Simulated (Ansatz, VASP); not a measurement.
# WS2: VASP beside Ansatz

Contents of INCAR:

```
ALGO     = Normal         # electronic algorithm
EDIFF    = 1E-7           # SCF threshold, eV
ENCUT    = 520            # plane-wave cutoff, eV
GGA      = PS             # functional
ISIF     = 2              # what is computed and relaxed
ISMEAR   = 0              # smearing method
LASPH    = T              # aspherical terms in the spheres
LCHARG   = F              # write CHGCAR
LREAL    = F              # projectors in reciprocal space
LUSENCCL = F            
LWAVE    = F              # write WAVECAR
NBANDS   = 64             # bands
NELM     = 60             # most SCF steps
PREC     = Accurate       # precision mode
SIGMA    = 0.05           # smearing width, eV
```

Contents of KPOINTS:

```
k-points
0
Gamma
  6 6 6
```

The input POSCAR:

```
WS2
1.0
    3.1587450407      5.4702763741     -0.0881452194
    6.2274619128      0.0519777873     -0.0345649871
    3.1624651272      1.9205987205     -6.1016460323
W S
4 8
Direct
    0.0139505079      0.0037009655     -0.0011947365
   -0.0088587402      0.5070524547     -0.0022891022
    0.5109367363      0.0036426043     -0.0063274913
    0.5008395159      0.5234555549     -0.0001207080
    0.7451118874      0.7311525582      0.7538209661
    0.7500843757      0.2399040694      0.7439449865
    0.2612913652      0.7497342306      0.7442372934
    0.2383007494      0.2484857409      0.7632733196
    0.5841475104      0.5749461138      0.2507354102
    0.5642491978      0.0865243836      0.2632204420
    0.0890758542      0.5821294555      0.2553799907
    0.0760710400      0.0744718686      0.2597196295
```

Input for Ansatz:

```yaml
crystal:
  lattice:
    - [3.1587450407, 5.4702763741, -0.0881452194]
    - [6.2274619128, 0.0519777873, -0.0345649871]
    - [3.1624651272, 1.9205987205, -6.1016460323]
  atoms:
    - { symbol: W, position: [0.0139505079, 0.0037009655, -0.0011947365] }
    - { symbol: W, position: [-0.0088587402, 0.5070524547, -0.0022891022] }
    - { symbol: W, position: [0.5109367363, 0.0036426043, -0.0063274913] }
    - { symbol: W, position: [0.5008395159, 0.5234555549, -0.000120708] }
    - { symbol: S, position: [0.7451118874, 0.7311525582, 0.7538209661] }
    - { symbol: S, position: [0.7500843757, 0.2399040694, 0.7439449865] }
    - { symbol: S, position: [0.2612913652, 0.7497342306, 0.7442372934] }
    - { symbol: S, position: [0.2383007494, 0.2484857409, 0.7632733196] }
    - { symbol: S, position: [0.5841475104, 0.5749461138, 0.2507354102] }
    - { symbol: S, position: [0.5642491978, 0.0865243836, 0.263220442] }
    - { symbol: S, position: [0.0890758542, 0.5821294555, 0.2553799907] }
    - { symbol: S, position: [0.07607104, 0.0744718686, 0.2597196295] }
basis:
  ecutwfc: 420
kpoints:
  mp_grid: { grid: [6, 6, 6] }
hamiltonian:
  xc: pbesol
scf:
  occupations: { method: gaussian, width: 0.05 }
output:
  forces: true
  stress: true
  eigenvalues: true
```

Change from the starting cell: all atoms moved at random (sigma 0.06 Å a component), cell strained at random (sigma 0.01).

Alike in both runs: task single point; functional PBEsol; k mesh 6 × 6 × 6; occupations gaussian, width 0.05 eV; no spin polarisation.

|  | VASP | Ansatz |
| --- | --- | --- |
| version | VASP 6.6.1 | Ansatz 0.2.0 |
| potentials or method | VASP PAW PBE potentials, release 64 (W_sv, S), cutoff 520 eV | scalar-relativistic, plane waves, PAW |
| valence electrons in the cell | 104 | 104 |

VASP gave:

| Item | Value |
| --- | --- |
| gap on the k mesh at the Fermi level (eV) | 0.54 |
| least direct gap on the mesh (eV) | 1.34 |
| pressure (GPa) | 9.7 |
| traceless stress, the component that is largest in VASP (GPa) | 5.57 |
| rms of the force components (eV/Å) | 2.026 |

**Question.** Estimate Ansatz's values.

**Answer.** gap on the k mesh at the Fermi level (eV): 0.52; least direct gap on the mesh (eV): 1.34; pressure (GPa): 9.6; traceless stress, the component that is largest in VASP (GPa): 5.57; rms of the force components (eV/Å): 2.021.

VASP's potentials were made for PBE, not for PBEsol. Atom by atom the forces differ by 0.011 eV/Å (rms over components).

Spin-orbit coupling is off throughout.
